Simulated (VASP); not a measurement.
ScSi11O24 (a cell with a defect): electric field gradients with PBE

The system is ScSi11O24 (a cell with a defect).

```xyz
36
Lattice="-7.3745 4.2577 5.4084 7.3745 -4.2577 5.4084 2.4582 4.2577 -5.4084" Properties=species:S:1:pos:R:3 pbc="T T T"
Sc    2.3094    0.0000    3.6056
Si   -5.0652    4.2577    3.6056
Si   -0.1488    4.2577    3.6056
Si   -0.1488    4.2577   -1.8028
Si   -1.1547    2.0000    1.8028
Si   -1.1547    2.0000    7.2112
Si   -3.6129    6.2577    1.8028
Si    3.7617    2.0000    1.8028
Si    1.3035    2.2577    0.0000
Si    1.3035    2.2577    5.4084
Si   -3.6129    2.2577    5.4084
Si    3.7617   -2.0000    5.4084
O     1.3754    1.1393    4.2487
O     1.3754    1.1393   -1.1597
O     6.2917    1.1393   -1.1597
O    -1.0828    5.3970   -1.1597
O     3.2420    0.6215    2.4459
O    -4.1325    4.8791    2.4459
O     0.7839    4.8791    2.4459
O     0.7839    4.8791   -2.9625
O     2.7571    2.4970    0.6431
O     2.7571    2.4970    6.0515
O    -2.1592    2.4970    6.0515
O     5.2153   -1.7607    6.0515
O     0.2990    1.7607    1.1597
O     0.2990    1.7607    6.5681
O    -2.1592    6.0184    1.1597
O     5.2153    1.7607    1.1597
O    -1.0828    3.1184    2.9625
O     6.2917   -1.1393    2.9625
O     3.8335    3.1184   -2.4459
O     3.8335    3.1184    2.9625
O     0.7839    3.6362    4.7653
O     0.7839    3.6362   -0.6431
O     3.2420   -0.6215    4.7653
O    -4.1325    3.6362    4.7653
```

```yaml
Program: VASP 6.6.1
Task: electric field gradients
Functional: PBE
Potentials_or_basis: VASP PAW PBE potentials, release 64 (Sc_sv, Si, O)
Cutoff: 520 eV
k_mesh: 3 × 3 × 4
Occupations: fermi-dirac, width 0.01 eV
Spin: no spin polarisation
Dipole_correction: no
Charge: -1
Further_INCAR_settings: LREAL = Auto; ALGO = Normal; EDIFF = 1e-08; NBANDS = 124; NELECT = 200.0
```

- Largest force: 15.749 eV/Å
- Largest electric field gradient by atom: Sc -6.7; Si +8.2, +8.5, +8.1, +8.7, -16.3, -19.3, -17.3, -18.9 (each value once); O +46.9, +87.9, +84.9, +87.6, +48.1, +88.1, +86.9, +88.7, +84.7, +82.5, +85.0, +87.1, +83.6, +88.3, +47.3, +85.7, +87.3, +48.2, +88.0 (each value once) V/Å²

Forces in eV/Å, atoms in the order of the input:
```
Sc    0.101  -0.013   0.032
Si    0.165   0.002  -0.509
Si    0.051  -0.002   0.510
Si    0.036   0.026  -0.026
Si   -0.047   0.035  -0.220
Si    0.298   0.038  -0.157
Si   -0.469   1.301   1.280
Si   -0.285  -1.747   0.385
Si    0.625  -0.133   0.216
Si    0.327  -1.389  -1.434
Si   -0.498   0.061   0.319
Si   -0.966   1.831  -0.365
O    -8.850  11.265   6.543
O    -0.482   0.073  -0.056
O    -0.052  -0.588  -0.423
O    -0.141  -0.014  -0.183
O     8.681   6.302 -10.876
O    -0.055  -1.032   0.023
O     0.143  -0.257  -0.228
O     0.039  -0.330  -0.052
O    -0.325   0.609  -0.540
O     0.086   0.382  -0.347
O     0.239   0.211  -0.154
O     1.009  -0.093   0.344
O     0.057  -0.179   0.078
O    -0.395  -0.139   0.834
O     0.726  -0.458  -0.330
O     0.649  -0.340   0.118
O    -0.361  -0.024   0.080
O    -0.269  -0.022   0.174
O    -8.697 -11.233  -6.540
O    -0.169   0.541   0.394
O    -0.143   1.112   0.072
O    -0.057   0.355   0.082
O     8.793  -6.334  10.825
O     0.234   0.183   0.134
```

Levels at points of the mesh, in eV from the Fermi level:
```tsv
k point	band 98	band 99	band 100	band 101	band 102	band 103
(0.00, 0.00, 0.00)	-0.72	-0.55	-0.50	4.42	6.71	7.22
(0.00, 0.00, 0.50)	-0.61	-0.51	-0.28	6.42	6.44	6.52
```

Electric field gradients, principal values (V/Å²):
| atom | least | middle | greatest (by size) |
| --- | --- | --- | --- |
| 1 Sc | 1.559 | 5.139 | -6.698 |
| 2 Si | -1.065 | -7.118 | 8.183 |
| 3 Si | -0.958 | -7.508 | 8.466 |
| 4 Si | -1.189 | -6.938 | 8.127 |
| 5 Si | -2.636 | -6.024 | 8.660 |
| 6 Si | -0.163 | -8.317 | 8.480 |
| 7 Si | 3.179 | 13.136 | -16.315 |
| 8 Si | 9.117 | 10.199 | -19.316 |
| 9 Si | -0.403 | -7.784 | 8.187 |
| 10 Si | 1.647 | 15.621 | -17.268 |
| 11 Si | -1.783 | -6.308 | 8.091 |
| 12 Si | 6.580 | 12.332 | -18.912 |
| 13 O | -19.133 | -27.772 | 46.906 |
| 14 O | -34.110 | -53.819 | 87.929 |
| 15 O | -33.615 | -51.292 | 84.907 |
| 16 O | -34.952 | -52.601 | 87.553 |
| 17 O | -18.865 | -29.189 | 48.054 |
| 18 O | -37.554 | -50.536 | 88.090 |
| 19 O | -34.951 | -51.988 | 86.939 |
| 20 O | -33.932 | -54.017 | 87.949 |
| 21 O | -39.544 | -49.134 | 88.678 |
| 22 O | -30.647 | -54.067 | 84.714 |
| 23 O | -33.841 | -53.726 | 87.567 |
| 24 O | -31.002 | -51.530 | 82.531 |
| 25 O | -35.686 | -51.935 | 87.621 |
| 26 O | -32.004 | -53.015 | 85.019 |
| 27 O | -32.380 | -54.714 | 87.094 |
| 28 O | -34.166 | -49.474 | 83.640 |
| 29 O | -33.123 | -54.000 | 87.124 |
| 30 O | -36.244 | -52.100 | 88.343 |
| 31 O | -19.197 | -28.109 | 47.307 |
| 32 O | -34.484 | -51.214 | 85.698 |
| 33 O | -37.376 | -49.683 | 87.060 |
| 34 O | -33.498 | -53.793 | 87.291 |
| 35 O | -19.340 | -28.826 | 48.166 |
| 36 O | -35.647 | -52.351 | 87.998 |

Wall time 41 min on 1 thread of Intel(R) Xeon(R) 6975P-C (Granite Rapids), with other jobs on the host, peak memory 1.1 GiB.

Caveat: the cell carries a net charge on a neutralising background, which shifts energy and pressure; the cell is charged against a uniform background, so pressure and absolute levels hang on convention; without QUAD_EFG the Cq values of the log hold for a quadrupole moment of 1 mb, not for the nuclei.
